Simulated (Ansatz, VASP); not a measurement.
## One calculation of Rh, two programs

```xyz
1
Lattice="-0.0380 1.8825 1.8825 1.8825 -0.0380 1.8825 1.8825 1.8825 -0.0380" Properties=species:S:1:pos:R:3 pbc="T T T"
Rh    0.0000    0.0000    0.0000
```

Change from the starting cell: equal xy, yz and zx shear strains of -2 %, crystal datasets.

Alike in both runs: task electric field gradients; functional LDA; k mesh 16 × 16 × 16; occupations fermi-dirac, width 0.03 eV; no spin polarisation.

|  | VASP | Ansatz |
| --- | --- | --- |
| version | VASP 6.6.1 | Ansatz 0.2.0 |
| potentials or method | VASP PAW LDA potentials, release 64 (Rh_pv), cutoff 520 eV | all-electron PAW with datasets made for the crystal, scalar-relativistic |

|  | VASP | Ansatz | Ansatz less VASP |
| --- | --- | --- | --- |
| pressure (GPa) | -10.0 | -10.8 | -0.80 |
| traceless stress, the component that is largest in VASP (GPa) | 3.99 | 3.97 | -0.021 |
| size of Vzz on the site where it differs most (V/Å²) | 6.0 | 3.2 | -2.73 |

LDA's correlation is that of Perdew and Zunger in VASP and of Perdew and Wang (1992) in Ansatz. Ansatz ran all-electron here, and VASP with PAW potentials.
